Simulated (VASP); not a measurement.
The system is Co.

```
Co
1.0
     2.47056    0.00000    0.00000
    -1.23528    2.13957    0.00000
     0.00000    0.00000    8.08823
Co
4
Direct
  0.00000 0.00000 0.00000
  0.33333 0.66667 0.25000
  0.00000 0.00000 0.50000
  0.66667 0.33333 0.75000
```

Program: VASP 6.6.1. Alike in all runs: task single point; potentials or basis VASP PAW PBE potentials, release 64 (Co); spin collinear, ferromagnetic start; cell as given; k mesh 10 × 10 × 3; cutoff (eV) 600; smearing fermi-dirac 0.15 eV.

Question: Order these runs on this cell by their pressure, lowest first.
A. level revPBE
B. level PBE
C. level RPBE
D. level BLYP

Answer: B (3.9 GPa), A (8.3 GPa), C (10.0 GPa), D (13.8 GPa).

Caveats: the cell stands under pressure; the PAW data sets were made with another functional, which shifts forces and pressure a little (at least some runs).
